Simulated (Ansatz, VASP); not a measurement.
# One calculation of Hf, two programs

```
Hf
1.0
    -2.08372    2.08372    1.35442
     2.08372   -2.08372    1.35442
     2.08372    2.08372   -1.35442
Hf
1
Direct
  0.00000 0.00000 0.00000
```

Alike in both runs: task single point; functional PBEsol; k mesh 20 × 20 × 20; occupations gaussian, width 0.15 eV; no spin polarisation.

|  | VASP | Ansatz |
| --- | --- | --- |
| version | VASP 6.6.1 | Ansatz 0.2.0 |
| potentials or method | VASP PAW PBE potentials, release 64 (Hf_pv), cutoff 520 eV | scalar-relativistic, plane waves, PAW |
| valence electrons in the cell | 10 | 26 |

|  | VASP | Ansatz | Ansatz less VASP |
| --- | --- | --- | --- |
| gap on the k mesh at the Fermi level (eV) | none | none | - |
| pressure (GPa) | -5.2 | -5.0 | +0.24 |
| traceless stress, the component that is largest in VASP (GPa) | 17.73 | 17.81 | +0.078 |

VASP's potentials were made for PBE, not for PBEsol. A gap of «none» marks a metal or a gap that the smearing closes. The functional is the same, so the differences come from potentials, cutoffs and numerics. VASP's potentials hold 10 valence electrons a cell and Ansatz's 26, so a difference there can come from the potentials and not from the codes.

Spin-orbit coupling is off throughout.
